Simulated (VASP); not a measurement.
# H12CO8 in VASP: notebook

The runs below take H12CO8 through single point, with PBE+D3(BJ).

Everything below comes from runs of VASP 6.6.1. Logs are shortened: lines on timing, memory, paths and dates and some standing lists are left out, and cuts for length are marked.

### Step 1. The cell of the first run

The cell holds an amorphous packing of atoms, 21 atoms: a = 6.266 Å, b = 6.266 Å, c = 6.266 Å, α = 90.00°, β = 90.00°, γ = 90.00°.

### Step 2. Single point, PBE+D3(BJ)

INCAR reads:

```
SYSTEM = H12CO8
PREC     = Accurate       ! precision mode
ENCUT    = 520            ! plane-wave cutoff, eV
EDIFF    = 1E-6           ! SCF threshold, eV
ISMEAR   = -1             ! smearing method
SIGMA    = 0.02           ! smearing width, eV
LREAL    = Auto         
LASPH    = .True.         ! aspherical terms in the spheres
NELM     = 60             ! most SCF steps
ALGO     = Normal         ! electronic algorithm
ISIF     = 2              ! what is computed and relaxed
LWAVE    = .False.        ! write WAVECAR
LCHARG   = .False.        ! write CHGCAR
GGA      = PE             ! functional
IVDW     = 12             ! dispersion correction
NBANDS   = 48             ! bands
```

KPOINTS reads:

```
regular mesh
0
Gamma
  1 1 1
  0 0 0
```

POSCAR reads:

```
H12CO8
1.0
    6.2658270000      0.0000000000      0.0000000000
    0.0000000000      6.2658270000      0.0000000000
    0.0000000000      0.0000000000      6.2658270000
O H C
8 12 1
Direct
    0.2837988133      0.0683933783      0.8396065549
    0.4527782220      0.4275030151      0.4174915344
    1.1018339665      0.1939169864      0.2264155792
    0.2696766372      0.7100253117      0.1094269544
    0.9160502088      0.6422602841      0.8922533038
    0.9784290213      0.8854981183      0.5471460370
    0.7436154719      0.2243741905      0.8289041749
    0.6464633277      0.0524370007      1.1456381105
    0.2071728397      0.1221054171      0.9672667620
    0.1719508449      0.0285445755      0.7375183359
    0.4265891211      0.4516359662      0.5690974674
    0.5777077414      0.3353502951      0.4152039510
    1.2106786523      0.2830461209      0.2953143981
    1.0954156784      0.0654326194      0.3154153143
    0.3392446757      0.8200907759      0.0225166812
    0.3751497598      0.6394898191      0.1996981039
    0.8984722776      0.4903825138      0.8638628066
    1.0457208293      0.6508551268      0.9849531279
    0.8337498250      0.9224499232      0.5049362446
    0.9565040412      0.7821102651      0.6683474009
    0.6950061449      0.1384884966      0.9877456569
```

Potentials or basis: VASP PAW PBE potentials, release 64 (O, H, C).

Started as:

```
cat potpaw_PBE.64/O/POTCAR potpaw_PBE.64/H/POTCAR potpaw_PBE.64/C/POTCAR > POTCAR
mpirun -np 1 vasp_gam > vasp.out
```

OUTCAR:

```text
SYSTEM = H12CO8
   PREC = Accurate
   ENCUT = 520
   EDIFF = 1E-6
   ISMEAR = -1
   LREAL = Auto
   LASPH = .True.
   NELM = 60
   ISIF = 2
   GGA = PE
   IVDW = 12
 IVDW          = 12

 ion  position               nearest neighbor table
   1  0.284  0.068  0.840-  10 0.98   9 0.99
   2  0.453  0.428  0.417-  12 0.97  11 0.98
   3  0.102  0.194  0.226-  14 0.98  13 0.98
   4  0.270  0.710  0.109-  16 0.98  15 0.98
   5  0.916  0.642  0.892-  17 0.97  18 1.00
   6  0.978  0.885  0.547-  19 0.97  20 1.01
   7  0.744  0.224  0.829-  21 1.17
   8  0.646  0.052  0.146-  21 1.17
   9  0.207  0.122  0.967-   1 0.99
  10  0.172  0.029  0.738-   1 0.98
  11  0.427  0.452  0.569-   2 0.98
  12  0.578  0.335  0.415-   2 0.97
  13  0.211  0.283  0.295-   3 0.98
  14  0.095  0.065  0.315-   3 0.98
  15  0.339  0.820  0.023-   4 0.98
  16  0.375  0.639  0.200-   4 0.98
  17  0.898  0.490  0.864-   5 0.97
  18  0.046  0.651  0.985-   5 1.00
  19  0.834  0.922  0.505-   6 0.97
  20  0.957  0.782  0.668-   6 1.01
  21  0.695  0.138  0.988-   8 1.17   7 1.17

  LATTYP: Found a simple cubic cell.
 ALAT       =     6.2658270000

  Lattice vectors:

 A1 = (   6.2658270000,   0.0000000000,   0.0000000000)
 A2 = (   0.0000000000,   6.2658270000,   0.0000000000)
 A3 = (   0.0000000000,   0.0000000000,   6.2658270000)

Analysis of symmetry for initial positions (statically):
=====================================================================
 Subroutine PRICEL returns:
 Original cell was already a primitive cell.

 Routine SETGRP: Setting up the symmetry group for a
 simple cubic supercell.

 Subroutine GETGRP returns: Found  1 space group operations
 (whereof  1 operations were pure point group operations)
 out of a pool of 48 trial point group operations.

The static configuration has the point symmetry C_1 .

Analysis of symmetry for dynamics (positions and initial velocities):
=====================================================================
 Subroutine PRICEL returns:
 Original cell was already a primitive cell.

 Routine SETGRP: Setting up the symmetry group for a
 simple cubic supercell.

 Subroutine GETGRP returns: Found  1 space group operations
 (whereof  1 operations were pure point group operations)
[... 115 lines left out ...]
   NELM   =     60;   NELMIN=  2; NELMDL= -5     # of ELM steps
   EDIFF  = 0.1E-05   stopping-criterion for ELM
   LREAL  =      T    real-space projection
   EDIFFG = 0.1E-04   stopping-criterion for IOM
   NSW    =      0    number of steps for IOM
   IBRION =     -1    ionic relax: 0-MD 1-quasi-New 2-CG
   NFREE  =      0    steps in history (QN), initial steepest desc. (CG)
   ISIF   =      2    stress and relaxation
   ISYM   =      2    0-nonsym 1-usesym 2-fastsym
   POTIM  = 0.5000    time-step for ionic-motion
   TEBEG  =    0.0;   TEEND  =   0.0 temperature during run
   PSTRESS=    0.0 pullay stress
   NELECT =      64.0000    total number of electrons
   NUPDOWN=      -1.0000    fix difference up-down
   EMIN   =  10.00;   EMAX   =-10.00  energy-range for DOS
   EFERMI =   0.00;   METHOD = LEGACY
   ISMEAR =    -1;   SIGMA  =   0.02  broadening in eV -4-tet -1-fermi 0-gaus
   EFERMI_NEDOS =   21; number of points for ismear=-14 and -15
   IALGO  =     38    algorithm
   IMIX   =      4    mixing-type and parameters
     AMIX     =   0.40;   BMIX     =  1.00
     AMIX_MAG =   1.60;   BMIX_MAG =  1.00
  volume/ion in A,a.u.               =      11.71        79.05
  Fermi-wavevector in a.u.,A,eV,Ry     =   1.045097  1.974946 14.860648  1.092227
  Thomas-Fermi vector in A             =   2.179878
   LORBIT       =      0    0 simple, 1 ext, 2 COOP (PROOUT), +10 PAW based schemes
   GGA     = PE    functional components
   LHFCALC =     F    Hartree Fock is set to
   AEXX    =    0.0000 exact exchange contribution
   IVDW    =    12    specifies the selected vdW correction
   LEPSILON=     F    determine dielectric tensor
   LRPA    =     F    only Hartree local field effects (RPA)
 non-spin polarized calculation
  energy-cutoff  :      520.00
  volume of cell :      246.00
 maximum number of plane-waves:      3310
 NGX is ok and might be reduce to    48
   NGX = 23   NGY = 23   NGZ = 23

 number of electron      63.9999998 magnetization

 Free energy of the ion-electron system (eV)
  ---------------------------------------------------
  ext. energy  EPLUGINS =         0.00000000
  ---------------------------------------------------
  free energy    TOTEN  =      -110.52164010 eV

  energy without entropy =     -110.52164010  energy(sigma->0) =     -110.52164010

 E-fermi :  -3.1130     XC(G=0):  -6.6281

 val. band max:       -3.6850229403   @ k =   0.0000   0.0000   0.0000
 cond. band min:       0.9416430627   @ k =   0.0000   0.0000   0.0000
 fundamental gap:      4.6266660031
 Fermi energy:        -3.1129630420

 k-point     1 :       0.0000    0.0000    0.0000
  band No.  band energies     occupation
      1     -26.1590      2.00000
      2     -25.1694      2.00000
      3     -22.9309      2.00000
      4     -22.0978      2.00000
      5     -21.8119      2.00000
      6     -21.7037      2.00000
[... 36 lines left out ...]
     43       7.2231      0.00000
     44       7.3022      0.00000
 [bands above 44 left out]

------------------------ aborting loop because EDIFF is reached ----------------------------------------

 Edisp (eV)   -0.73691

 E8    (eV) :    -0.1589

  FORCE on cell =-STRESS in cart. coord.  units (eV):
  Direction    XX          YY          ZZ          XY          YZ          ZX
  --------------------------------------------------------------------------------------
  -------------------------------------------------------------------------------------
  Total       0.37679     0.61168    -0.25091     0.60389    -0.12057    -0.48594
  in kB       2.45399     3.98381    -1.63416     3.93311    -0.78528    -3.16491
  external pressure =        1.60 kB  Pullay stress =        0.00 kB

 VOLUME and BASIS-vectors are now :
 -----------------------------------------------------------------------------
  energy-cutoff  :      520.00
  volume of cell :      246.00
      direct lattice vectors                 reciprocal lattice vectors
     6.265827000  0.000000000  0.000000000     0.159595852  0.000000000  0.000000000
     0.000000000  6.265827000  0.000000000     0.000000000  0.159595852  0.000000000
     0.000000000  0.000000000  6.265827000     0.000000000  0.000000000  0.159595852

 POSITION                                       TOTAL-FORCE (eV/Angst)
 -----------------------------------------------------------------------------------
      1.77823      0.42854      5.26083         0.063362      0.020234      0.042407
      2.83703      2.67866      2.61593        -0.022564      0.053799      0.145002
      0.63807      1.21505      1.41868        -0.026541      0.043283     -0.063151
      1.68975      4.44890      0.68565         0.113820     -0.012478     -0.020356
      5.73981      4.02429      5.59070         0.068020     -0.127732     -0.127097
      6.13067      5.54838      3.42832        -0.098423     -0.038338      0.115614
[... 13 lines left out ...]
      5.99329      4.90057      4.18775         0.073673     -0.049307     -0.010086
      4.35479      0.86774      6.18904        -0.018487     -0.048944     -0.125294
 -----------------------------------------------------------------------------------
    total drift:                                0.011628     -0.018004      0.004638

  FREE ENERGIE OF THE ION-ELECTRON SYSTEM (eV)
  ---------------------------------------------------
  free  energy   TOTEN  =      -111.2585484227 eV

  energy  without entropy=     -111.2585484227  energy(sigma->0) =     -111.25854842
```

Run time: 23 s. Hardware: 1 thread of Intel Xeon 6975P-C, shared host; peak memory 0.31 GiB.

What came out:

```
Free energy                : -111.2585 eV
Pressure                   : 0.2 GPa
Largest force              : 0.631 eV/Å
Band gap on the k mesh     : 4.63 eV
Dispersion energy per atom : -0.035 eV
```

Forces on the atoms (eV/Å):
```
O    0.063  0.020  0.042
O   -0.023  0.054  0.145
O   -0.027  0.043 -0.063
O    0.114 -0.012 -0.020
O    0.068 -0.128 -0.127
O   -0.098 -0.038  0.116
O    0.122  0.222 -0.390
O   -0.143 -0.257  0.559
H    0.009  0.022  0.084
H   -0.033 -0.035 -0.144
H   -0.075 -0.006 -0.064
H    0.045 -0.046 -0.066
H    0.051  0.064  0.018
H   -0.031 -0.095  0.024
H   -0.055  0.054 -0.031
H   -0.041 -0.035  0.062
H   -0.071  0.139 -0.008
H    0.010  0.058  0.037
H    0.056  0.074 -0.040
H    0.074 -0.049 -0.010
C   -0.018 -0.049 -0.125
```

Caveat: the k points lie up to 1.00 Å⁻¹ apart.

[end of part 1 of 2]
